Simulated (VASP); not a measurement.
The system is WSe2.

```xyz
6
Lattice="3.2900 0.0000 0.0000 -1.6450 2.8492 0.0000 0.0000 0.0000 12.9700" Properties=species:S:1:pos:R:3 pbc="T T T"
W     0.0000    1.8995    3.2425
W     1.6450    0.9497    9.7275
Se    0.0000    1.8995    8.0544
Se    1.6450    0.9497    1.5694
Se    0.0000    1.8995   11.4006
Se    1.6450    0.9497    4.9156
```

* Program: VASP 6.6.1
* Task: relaxation of cell and atoms
* Functional: LDA
* Potentials or basis: VASP PAW LDA potentials, release 64 (W_sv, Se)
* Cutoff: 600 eV
* k mesh: 12 × 12 × 3
* Occupations: gaussian, width 0.01 eV
* Spin: no spin polarisation

At the start: pressure -3.3 GPa; volume 20.26 Å³/atom.

**Question.** Where does the relaxation end?

**Answer.** Over 32 steps the energy falls by 5.4 meV/atom and the volume is 19.62 Å³/atom (-3.2 %); space group P6_3/mmc (No. 194, to 0.1 Å) before and after.

The path:
| step | energy change (eV) | largest force (eV/Å) | pressure (GPa) | volume (Å³) |
| --- | --- | --- | --- | --- |
| 1 | 0.0000 | 0.2611 | -3.30 | 121.58 |
| 2 | 0.0961 | 1.0338 | 7.52 | 114.39 |
| 3 | -0.0274 | 0.1254 | -0.14 | 119.21 |
| 4 | -0.0274 | 0.1338 | -0.08 | 119.17 |
| 5 | -0.0312 | 0.0321 | -0.03 | 118.66 |
| 6 | -0.0312 | 0.0283 | -0.03 | 118.64 |
| 7 | -0.0314 | 0.0221 | -0.03 | 118.57 |
| 8 | -0.0319 | 0.0060 | -0.11 | 118.36 |
| 9 | -0.0324 | 0.0263 | -0.24 | 117.94 |
| 10 | -0.0325 | 0.0116 | -0.11 | 117.80 |
| 11 | -0.0325 | 0.0020 | -0.03 | 117.71 |
| 12 | -0.0325 | 0.0003 | -0.02 | 117.69 |
| 13 | -0.0325 | 0.0031 | 0.01 | 117.67 |
| 14 | -0.0325 | 0.0010 | 0.01 | 117.69 |
| 15 | -0.0325 | 0.0004 | 0.00 | 117.69 |
| 16 | -0.0325 | 0.0049 | -0.03 | 117.70 |
| 17 | -0.0325 | 0.0039 | -0.02 | 117.70 |
| 18 | -0.0325 | 0.0022 | -0.03 | 117.69 |
| 19 | -0.0325 | 0.0015 | -0.01 | 117.69 |
| 20 | -0.0325 | 0.0010 | -0.02 | 117.69 |
| 21 | -0.0325 | 0.0003 | 0.01 | 117.67 |
| 22 | -0.0325 | 0.0005 | 0.01 | 117.67 |
| 23 | -0.0325 | 0.0036 | 0.01 | 117.68 |
| 24 | -0.0325 | 0.0012 | 0.00 | 117.68 |
| 25 | -0.0325 | 0.0010 | 0.01 | 117.67 |
| 26 | -0.0325 | 0.0008 | 0.01 | 117.67 |
| 27 | -0.0325 | 0.0008 | 0.01 | 117.67 |
| 28 | -0.0325 | 0.0008 | 0.01 | 117.67 |
| 29 | -0.0325 | 0.0012 | 0.02 | 117.68 |
| 30 | -0.0325 | 0.0027 | 0.00 | 117.70 |
| 31 | -0.0325 | 0.0017 | -0.01 | 117.70 |
| 32 | -0.0325 | 0.0007 | 0.00 | 117.71 |

Final structure:
```yaml
crystal:
  lattice:
    - [3.25518, 0.00000, 0.00000]
    - [-1.62759, 2.81907, 0.00000]
    - [0.00000, 0.00000, 12.82689]
  atoms:
    - { symbol: W, position: [0.33333, 0.66667, 0.25000] }
    - { symbol: W, position: [0.66667, 0.33333, 0.75000] }
    - { symbol: Se, position: [0.33333, 0.66667, 0.61978] }
    - { symbol: Se, position: [0.66667, 0.33333, 0.11978] }
    - { symbol: Se, position: [0.33333, 0.66667, 0.88022] }
    - { symbol: Se, position: [0.66667, 0.33333, 0.38022] }
```
